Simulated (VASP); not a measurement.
# PbSe (I4/mmm) in VASP: settings compared

Aim: see how the results for PbSe move with the level of theory and the settings. Levels: PBE, r2SCAN. Tasks: single point.

Everything below comes from runs of VASP 6.6.1. Logs are shortened: lines on timing, memory, paths and dates and some standing lists are left out, and cuts for length are marked.

## 1. The cell of the first run

The structure is tetragonal, space group I4/mmm (No. 139). Conventional cell: a = 4.543 Å, b = 4.543 Å, c = 6.126 Å, α = 90.00°, β = 90.00°, γ = 90.00°. Pb (site symmetry 4/mmm) has 6 Se at 3.06 to 3.21 Å within 4.0 Å. Se (site symmetry 4/mmm) has 6 Pb at 3.06 to 3.21 Å within 4.0 Å.

## 2. Single point, PBE (epitaxial xy strain +4.0%)

INCAR reads:

```
SYSTEM = PbSe
PREC     = Accurate       ! precision mode
ENCUT    = 500            ! plane-wave cutoff, eV
EDIFF    = 1E-6           ! SCF threshold, eV
ISMEAR   = -1             ! smearing method
SIGMA    = 0.02           ! smearing width, eV
LREAL    = .FALSE.        ! projectors in reciprocal space
LASPH    = .TRUE.         ! aspherical terms in the spheres
NELM     = 120            ! most SCF steps
ALGO     = Normal         ! electronic algorithm
ISIF     = 2              ! what is computed and relaxed
LWAVE    = .FALSE.        ! write WAVECAR
LCHARG   = .FALSE.        ! write CHGCAR
GGA      = PE             ! functional
NBANDS   = 17             ! bands
GGA_COMPAT= .FALSE.
```

KPOINTS reads:

```
regular mesh
0
G
  8 8 8
  0 0 0
```

POSCAR reads:

```
PbSe
1.0
    0.0000000000      3.2122503079      3.0630789579
    3.2122503079      0.0000000000      3.0630789579
    3.2122503079      3.2122503079      0.0000000000
Pb Se
1 1
Direct
    0.0000000000      0.0000000000      0.0000000000
    0.5000000000      0.5000000000      0.5000000000
```

Potentials or basis: VASP PAW PBE potentials, release 64 (Pb_d, Se).

On the command line:

```console
> cat potpaw_PBE.64/Pb_d/POTCAR potpaw_PBE.64/Se/POTCAR > POTCAR
> mpirun -np 1 vasp_std > vasp.out
```

OUTCAR:

```text
SYSTEM = PbSe
   PREC = Accurate
   ENCUT = 500
   EDIFF = 1E-6
   ISMEAR = -1
   LREAL = .FALSE.
   LASPH = .TRUE.
   NELM = 120
   ISIF = 2
   GGA = PE

 ion  position               nearest neighbor table
   1  0.000  0.000  0.000-   2 3.06   2 3.06   2 3.21   2 3.21   2 3.21   2 3.21
   2  0.500  0.500  0.500-   1 3.06   1 3.06   1 3.21   1 3.21   1 3.21   1 3.21

  LATTYP: Found a body centered tetragonal cell.
 ALAT       =     4.5428079512
 C/A-ratio  =     1.3485399299

  Lattice vectors:

 A1 = (   0.0000000000,  -3.2122503079,  -3.0630789579)
 A2 = (   0.0000000000,   3.2122503079,  -3.0630789579)
 A3 = (   3.2122503079,   0.0000000000,   3.0630789579)

Analysis of symmetry for initial positions (statically):
=====================================================================
 Subroutine PRICEL returns:
 Original cell was already a primitive cell.

 Routine SETGRP: Setting up the symmetry group for a
 body centered tetragonal supercell.

 Subroutine GETGRP returns: Found 16 space group operations
 (whereof 16 operations were pure point group operations)
 out of a pool of 16 trial point group operations.

The static configuration has the point symmetry D_4h.

Analysis of symmetry for dynamics (positions and initial velocities):
=====================================================================
 Subroutine PRICEL returns:
 Original cell was already a primitive cell.

 Routine SETGRP: Setting up the symmetry group for a
 body centered tetragonal supercell.

 Subroutine GETGRP returns: Found 16 space group operations
 (whereof 16 operations were pure point group operations)
 out of a pool of 16 trial point group operations.

The dynamic configuration has the point symmetry D_4h.

 Subroutine INISYM returns: Found 16 space group operations
 (whereof 16 operations are pure point group operations),
 and found     1 'primitive' translations

----------------------------------------------------------------------------------------

                                     Primitive cell

  volume of cell :      63.2131

  direct lattice vectors                    reciprocal lattice vectors
     0.000000000  3.212250308  3.063078958    -0.155654122  0.155654122  0.163234447
     3.212250308  0.000000000  3.063078958     0.155654122 -0.155654122  0.163234447
     3.212250308  3.212250308  0.000000000     0.155654122  0.155654122 -0.163234447

  length of vectors
     4.438581389  4.438581389  4.542807951     0.274047251  0.274047251  0.274047251

  position of ions in fractional coordinates (direct lattice)
     0.000000000  0.000000000  0.000000000
     0.500000000  0.500000000  0.500000000

  ion indices of the primitive-cell ions
   primitive index   ion index
                 1           1
                 2           2

----------------------------------------------------------------------------------------

 KPOINTS: regular mesh

Automatic generation of k-mesh.
 Grid dimensions read from file:
 generate k-points for:    8    8    8

 Generating k-lattice:

  Cartesian coordinates                     Fractional coordinates (reciprocal lattice)
    -0.019456765  0.019456765  0.020404306     0.125000000 -0.000000000  0.000000000
     0.019456765 -0.019456765  0.020404306    -0.000000000  0.125000000  0.000000000
     0.019456765  0.019456765 -0.020404306     0.000000000  0.000000000  0.125000000

  Length of vectors
     0.034255906  0.034255906  0.034255906

  Shift w.r.t. Gamma in fractional coordinates (k-lattice)
     0.000000000  0.000000000  0.000000000

 Subroutine IBZKPT returns following result:
 ===========================================

 Found     59 irreducible k-points:

 Following reciprocal coordinates:
            Coordinates               Weight
  0.000000  0.000000  0.000000      1.000000
  0.125000  0.000000  0.000000      8.000000
  0.250000  0.000000  0.000000      8.000000
  0.375000  0.000000  0.000000      8.000000
  0.500000  0.000000  0.000000      4.000000
  0.125000  0.125000  0.000000      2.000000
[... 16 lines left out ...]
  0.250000  0.000000  0.125000     16.000000
  0.375000  0.000000  0.125000     16.000000
 [... further k-points ...]
   k-points           NKPTS =     59   k-points in BZ     NKDIM =     59   number of bands    NBANDS=     17
   number of dos      NEDOS =    301   number of ions     NIONS =      2
   total plane-waves  NPLWV =  36864
   dimension x,y,z NGX =    32 NGY =   32 NGZ =   36
   dimension x,y,z NGXF=    64 NGYF=   64 NGZF=   72
   ions per type =               1   1
   NGX,Y,Z   is equivalent  to a cutoff of  11.99, 11.99, 13.17 a.u.
   NGXF,Y,Z  is equivalent  to a cutoff of  23.97, 23.97, 26.35 a.u.
 SYSTEM =  PbSe
   PREC   = accura    normal or accurate (medium, high low for compatibility)
   ISTART =      0    job   : 0-new  1-cont  2-samecut
   ICHARG =      2    charge: 1-file 2-atom 10-const
   ISPIN  =      1    spin polarized calculation?
   LNONCOLLINEAR =      F non collinear calculations
   LSORBIT =      F    spin-orbit coupling
   LASPH  =      T    aspherical Exc in radial PAW
   ENCUT  =  500.0 eV  36.75 Ry    6.06 a.u.   8.09  8.09  8.28*2*pi/ulx,y,z
   NELM   =    120;   NELMIN=  2; NELMDL= -5     # of ELM steps
   EDIFF  = 0.1E-05   stopping-criterion for ELM
   LREAL  =      F    real-space projection
   EDIFFG = 0.1E-04   stopping-criterion for IOM
   NSW    =      0    number of steps for IOM
   IBRION =     -1    ionic relax: 0-MD 1-quasi-New 2-CG
   NFREE  =      0    steps in history (QN), initial steepest desc. (CG)
   ISIF   =      2    stress and relaxation
   ISYM   =      2    0-nonsym 1-usesym 2-fastsym
   POTIM  = 0.5000    time-step for ionic-motion
   TEBEG  =    0.0;   TEEND  =   0.0 temperature during run
   PSTRESS=    0.0 pullay stress
   NELECT =      20.0000    total number of electrons
   NUPDOWN=      -1.0000    fix difference up-down
   EMIN   =  10.00;   EMAX   =-10.00  energy-range for DOS
   EFERMI =   0.00;   METHOD = LEGACY
   ISMEAR =    -1;   SIGMA  =   0.02  broadening in eV -4-tet -1-fermi 0-gaus
   EFERMI_NEDOS =   21; number of points for ismear=-14 and -15
   IALGO  =     38    algorithm
   IMIX   =      4    mixing-type and parameters
     AMIX     =   0.40;   BMIX     =  1.00
     AMIX_MAG =   1.60;   BMIX_MAG =  1.00
  volume/ion in A,a.u.               =      31.61       213.29
  Fermi-wavevector in a.u.,A,eV,Ry     =   1.115533  2.108052 16.931286  1.244414
  Thomas-Fermi vector in A             =   2.252139
   LORBIT       =      0    0 simple, 1 ext, 2 COOP (PROOUT), +10 PAW based schemes
   GGA     = PE    functional components
   LHFCALC =     F    Hartree Fock is set to
   AEXX    =    0.0000 exact exchange contribution
   IVDW    =     0    specifies the selected vdW correction
   LEPSILON=     F    determine dielectric tensor
   LRPA    =     F    only Hartree local field effects (RPA)
 non-spin polarized calculation
  energy-cutoff  :      500.00
  volume of cell :       63.21
 maximum number of plane-waves:      1628
   NGX = 17   NGY = 17   NGZ = 17

 number of electron      20.0000003 magnetization

 Free energy of the ion-electron system (eV)
  ---------------------------------------------------
  ext. energy  EPLUGINS =         0.00000000
  ---------------------------------------------------
  free energy    TOTEN  =        -8.15226985 eV

  energy without entropy =       -8.15226983  energy(sigma->0) =       -8.15226984

 E-fermi :   4.1705     XC(G=0):  -9.0843

 val. band max:        3.9118104609   @ k =   0.5000   0.0000   0.0000
 cond. band min:       4.4292072952   @ k =   0.5000   0.0000   0.0000
 fundamental gap:      0.5173968343
 Fermi energy:         4.1705020956

 k-point     1 :       0.0000    0.0000    0.0000
  band No.  band energies     occupation
      1     -12.7989      2.00000
      2     -12.7943      2.00000
      3     -12.7798      2.00000
      4     -12.7797      2.00000
      5     -12.7659      2.00000
      6      -8.9083      2.00000
[... 9 lines left out ...]
     16      10.8308      0.00000
     17      11.5373      0.00000

 k-point     2 :       0.1250    0.0000    0.0000
  band No.  band energies     occupation
      1     -12.7979      2.00000
      2     -12.7953      2.00000
      3     -12.7784      2.00000
      4     -12.7770      2.00000
      5     -12.7673      2.00000
      6      -8.8101      2.00000
[... 9 lines left out ...]
     16      11.0279      0.00000
     17      12.5457      0.00000

 k-point     3 :       0.2500    0.0000    0.0000
  band No.  band energies     occupation
      1     -12.7988      2.00000
      2     -12.7963      2.00000
      3     -12.7773      2.00000
      4     -12.7690      2.00000
      5     -12.7678      2.00000
      6      -8.5442      2.00000
[... 9 lines left out ...]
     16      11.7848      0.00000
     17      14.3434      0.00000

 k-point     4 :       0.3750    0.0000    0.0000
  band No.  band energies     occupation
      1     -12.8031      2.00000
      2     -12.7960      2.00000
      3     -12.7796      2.00000
      4     -12.7637      2.00000
      5     -12.7603      2.00000
      6      -8.2192      2.00000
[... 9 lines left out ...]
     16      13.0560      0.00000
     17      14.9059      0.00000

 k-point     5 :       0.5000    0.0000    0.0000
  band No.  band energies     occupation
      1     -12.8049      2.00000
      2     -12.7963      2.00000
      3     -12.7806      2.00000
      4     -12.7615      2.00000
      5     -12.7567      2.00000
      6      -8.0574      2.00000
[... 9 lines left out ...]
     16      14.1379      0.00000
     17      14.2730      0.00000

 k-point     6 :       0.1250    0.1250    0.0000
  band No.  band energies     occupation
      1     -12.8009      2.00000
      2     -12.7920      2.00000
      3     -12.7752      2.00000
      4     -12.7752      2.00000
      5     -12.7703      2.00000
      6      -8.7651      2.00000
[... 9 lines left out ...]
     16      11.5155      0.00000
     17      11.8693      0.00000

 k-point     7 :       0.2500    0.1250    0.0000
  band No.  band energies     occupation
      1     -12.8014      2.00000
      2     -12.7925      2.00000
      3     -12.7783      2.00000
      4     -12.7694      2.00000
      5     -12.7680      2.00000
      6      -8.5422      2.00000
[... 9 lines left out ...]
     16      12.4349      0.00000
     17      13.1972      0.00000

 k-point     8 :       0.3750    0.1250    0.0000
  band No.  band energies     occupation
      1     -12.8002      2.00000
      2     -12.7965      2.00000
      3     -12.7852      2.00000
      4     -12.7647      2.00000
      5     -12.7594      2.00000
      6      -8.2265      2.00000
[... 9 lines left out ...]
     16      13.6675      0.00000
     17      14.6850      0.00000
[... 203 lines left out ...]
      1     -12.8387      2.00000
      2     -12.8092      2.00000
      3     -12.7817      2.00000
      4     -12.7502      2.00000
      5     -12.7490      2.00000
      6      -7.7566      2.00000
[... 9 lines left out ...]
     16      15.0682      0.00000
     17      15.3724      0.00000

 k-point    20 :      -0.3750    0.3750    0.0000
  band No.  band energies     occupation
      1     -12.8304      2.00000
      2     -12.8024      2.00000
      3     -12.7869      2.00000
      4     -12.7547      2.00000
      5     -12.7513      2.00000
      6      -7.7503      2.00000
[... 9 lines left out ...]
     16      13.9209      0.00000
     17      16.4038      0.00000

 k-point    21 :       0.5000    0.5000    0.0000
  band No.  band energies     occupation
      1     -12.8489      2.00000
      2     -12.8123      2.00000
      3     -12.7786      2.00000
      4     -12.7468      2.00000
      5     -12.7468      2.00000
      6      -7.6995      2.00000
[... 9 lines left out ...]
     16      14.9670      0.00000
     17      16.2876      0.00000

 k-point    22 :       0.1250    0.0000    0.1250
  band No.  band energies     occupation
      1     -12.7979      2.00000
      2     -12.7957      2.00000
      3     -12.7814      2.00000
      4     -12.7749      2.00000
      5     -12.7672      2.00000
      6      -8.7826      2.00000
[... 9 lines left out ...]
     16      11.6268      0.00000
     17      12.1723      0.00000

 k-point    23 :       0.2500    0.0000    0.1250
  band No.  band energies     occupation
      1     -12.8033      2.00000
      2     -12.7928      2.00000
      3     -12.7805      2.00000
      4     -12.7716      2.00000
      5     -12.7659      2.00000
      6      -8.5769      2.00000
[... 9 lines left out ...]
     16      12.3419      0.00000
     17      13.3333      0.00000

 k-point    24 :       0.3750    0.0000    0.1250
  band No.  band energies     occupation
      1     -12.8082      2.00000
      2     -12.7921      2.00000
      3     -12.7779      2.00000
      4     -12.7710      2.00000
      5     -12.7598      2.00000
      6      -8.2689      2.00000
[... 9 lines left out ...]
     16      13.4628      0.00000
     17      14.7083      0.00000

 [... further k-points ...]
[... 5 lines left out ...]
  --------------------------------------------------------------------------------------
  -------------------------------------------------------------------------------------
  Total       -1.2895582     -1.2895582      0.3698731      0.0000000      0.0000000      0.0000000
  in kB      -32.6847067    -32.6847067      9.3746792      0.0000000      0.0000000      0.0000000
  external PRESSURE =     -18.6649114 kB  Pullay stress =       0.0000000 kB

 VOLUME and BASIS-vectors are now :
 -----------------------------------------------------------------------------
  energy-cutoff  :      500.00
  volume of cell :       63.21
      direct lattice vectors                 reciprocal lattice vectors
     0.000000000  3.212250308  3.063078958    -0.155654122  0.155654122  0.163234447
     3.212250308  0.000000000  3.063078958     0.155654122 -0.155654122  0.163234447
     3.212250308  3.212250308  0.000000000     0.155654122  0.155654122 -0.163234447

 POSITION                                       TOTAL-FORCE (eV/Angst)
 -----------------------------------------------------------------------------------
      0.00000      0.00000      0.00000        -0.000000     -0.000000      0.000000
      3.21225      3.21225      3.06308         0.000000      0.000000      0.000000
 -----------------------------------------------------------------------------------
    total drift:                                0.000000     -0.000000     -0.000000

  FREE ENERGIE OF THE ION-ELECTRON SYSTEM (eV)
  ---------------------------------------------------
  free  energy   TOTEN  =        -8.1522698534 eV

  energy  without entropy=       -8.1522698324  energy(sigma->0) =       -8.15226984
```

Run time: 21 s. Hardware: 1 thread of Intel Xeon 6975P-C (Granite Rapids), shared host; peak memory 0.22 GiB.

What came out:

```yaml
Free_energy: -8.1523 eV
Pressure: -1.9 GPa
Band_gap_on_the_k_mesh: 0.52 eV, direct
```

Caveat: the cell differs from its parent crystal (epitaxial xy strain +4.0%); spin-orbit coupling is left out, which moves the levels of the heavy elements. A k mesh can miss the band edges.

[end of part 1 of 2]
